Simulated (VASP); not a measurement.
**In: single point with PBE**

In:

```
In
1.0
    -1.65736    1.65736    2.20197
     1.65736   -1.65736    2.20197
     1.65736    1.65736   -2.20197
In
1
Direct
  0.00000 0.00000 0.00000
```

* Program: VASP 6.6.1
* Task: single point
* Functional: PBE
* Potentials or basis: VASP PAW PBE potentials, release 64 (In_d)
* Cutoff: 520 eV
* k mesh: 20 × 20 × 20
* Occupations: gaussian, width 0.15 eV
* Spin: no spin polarisation

The pressure is 6.2 GPa. The band gap on the k mesh is zero (an odd number of electrons rules out a gap without spin polarisation).

Levels at points of the mesh, in eV from the Fermi level:
| k point | band 3 | band 4 | band 5 | band 6 | band 7 | band 8 | band 9 | band 10 |
| --- | --- | --- | --- | --- | --- | --- | --- | --- |
| (0.00, 0.00, 0.00) | -14.72 | -14.62 | -14.52 | -10.16 | 11.16 | 11.32 | 11.32 | 11.67 |
| (0.50, 0.00, 0.00) | -14.73 | -14.40 | -14.36 | -4.39 | -3.78 | 8.32 | 9.22 | 11.35 |
| (0.50, 0.50, 0.00) | -14.40 | -14.37 | -14.30 | -2.75 | -2.36 | 4.33 | 4.66 | 8.15 |
| (0.50, 0.50, 0.50) | -14.40 | -14.32 | -14.32 | -2.03 | -1.18 | 3.56 | 3.56 | 7.08 |

Wall time 66 s on 1 thread of Intel(R) Xeon(R) 6975P-C (Granite Rapids), with other jobs on the host, peak memory 0.28 GiB.

Caveat: the cell stands under pressure; spin-orbit coupling is left out, which moves the levels of the heavy elements.
